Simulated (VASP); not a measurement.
Runs of VASP 6.6.1 on SrO. The structure is cubic, space group Fm-3m (No. 225). Conventional cell: a = 5.160 Å, b = 5.160 Å, c = 5.160 Å, α = 90.00°, β = 90.00°, γ = 90.00°. Sr (site symmetry m-3m) has 6 O at 2.58 Å within 3.4 Å. O (site symmetry m-3m) has 6 Sr at 2.58 Å within 3.4 Å. 

| level | share of exact exchange | screening parameter | gap on the mesh (eV) | pressure (GPa) |
| --- | --- | --- | --- | --- |
| PBE-based screened hybrid with 20 % exact exchange | 0.2 | 0.5 1/Å | 3.93 | 0.9 |
| PBE-based global hybrid with 50 % exact exchange | 0.5 | - | 7.84 | (a) |
| PBE-based screened hybrid with 100 % exact exchange | 1 | 0.2078 1/Å | 9.67 | -6.0 |
| HSE06 | 0.25 | 0.2079 1/Å | 4.74 | (b) |

Alike in all rows: task single point; potentials or basis VASP PAW PBE potentials, release 64 (Sr_sv, O); no spin polarisation; cell as given; k mesh 4 × 4 × 4; cutoff (eV) 520; smearing gaussian 0.01 eV.

Q: Estimate the missing entries.

A: (a) -2.3; (b) 0.2.

Caveats: all runs use coarse meshes; the PAW data sets were made with another functional, which shifts forces and pressure a little.

A k mesh can miss the band edges, and the runs leave out spin-orbit coupling on Sr.
